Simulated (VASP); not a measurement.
Runs of VASP 6.6.1 on GaAs. The structure is that of space group F-43m (No. 216), or close to it. The cells are those of the table. 

| cell | gap on the mesh (eV) | pressure (GPa) |
| --- | --- | --- |
| a = 4.198 Å, angles 60.0°, 2 atoms | none | -4.6 |
| a = 3.948, b = 3.948, c = 3.898 Å, angles 60.4, 60.4, 59.2°, 2 atoms | 0.85 | (a) |
| a = 3.948, b = 3.948, c = 3.998 Å, angles 59.6, 59.6, 60.8°, 2 atoms | (b) | 5.5 |
| a = 3.848, b = 3.848, c = 3.898 Å, angles 59.6, 59.6, 60.9°, 2 atoms | 1.00 | 13.2 |
| a = 3.848, b = 3.848, c = 3.798 Å, angles 60.4, 60.4, 59.1°, 2 atoms | (c) | 16.4 |

Alike in all rows: task single point; level PBE; potentials or basis VASP PAW PBE potentials, release 64 (Ga_d, As); no spin polarisation; k mesh 10 × 10 × 10; cutoff (eV) 520; smearing gaussian 0.05 eV.

**Question.** Estimate the missing entries.

**Answer.** (a) 7.8; (b) 0.61; (c) 1.07.

A k mesh can miss the band edges, and the runs leave out spin-orbit coupling on As, Ga.

A gap of «none» marks levels without a gap at the run's occupations.
